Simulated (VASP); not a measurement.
The system is VWC2.

```
W V C
1.0
     1.51704    0.87586    4.93389
    -1.51704    0.87586    4.93389
     0.00000   -1.75173    4.93389
W V C
1 1 2
Cartesian
  0.0000 0.0000 0.0000
  0.0000 0.0000 7.4008
  0.0000 0.0000 3.6485
  0.0000 0.0000 11.1532
```

- Program: VASP 6.6.1
- Task: relaxation of cell and atoms
- Functional: PBEsol
- Potentials or basis: VASP PAW PBE potentials, release 64 (W_sv, V_sv, C)
- Cutoff: 600 eV
- k mesh: 10 × 10 × 10
- Occupations: fermi-dirac, width 0.05 eV
- Spin: collinear spin, ferromagnetic start
- Starting moments: [0.0, 2.0, 0.0, 0.0] μB

At the start: pressure -9.9 GPa; volume 9.83 Å³/atom.

Q: Where does the relaxation end?

A: Over 7 steps the energy falls by 9.1 meV/atom and the volume is 9.54 Å³/atom (-3.0 %); space group R-3m (No. 166, to 0.1 Å) before and after; moment 0.00 μB per cell.

Step by step:
```csv
step,energy change (eV),largest force (eV/Å),pressure (GPa),volume (Å³)
1,0.0000,0.0888,-9.94,39.33
2,0.1312,0.4920,24.99,35.96
3,-0.0359,0.0767,-0.22,38.23
4,-0.0360,0.0797,-0.06,38.21
5,-0.0359,0.0833,0.15,38.19
6,-0.0363,0.0060,0.24,38.17
7,-0.0363,0.0026,0.13,38.17
```

Final structure:
```xyz
4
Lattice="1.5029 0.8677 4.8778 -1.5029 0.8677 4.8778 0.0000 -1.7354 4.8778" Properties=species:S:1:pos:R:3 pbc="T T T"
W     0.0000    0.0000    0.0000
V     0.0000    0.0000    7.3168
C     0.0000    0.0000    3.6049
C     0.0000    0.0000   11.0287
```

Caveat: the moments typed at the start vanished in this run; the PAW data sets were made with another functional, which shifts forces and pressure a little.
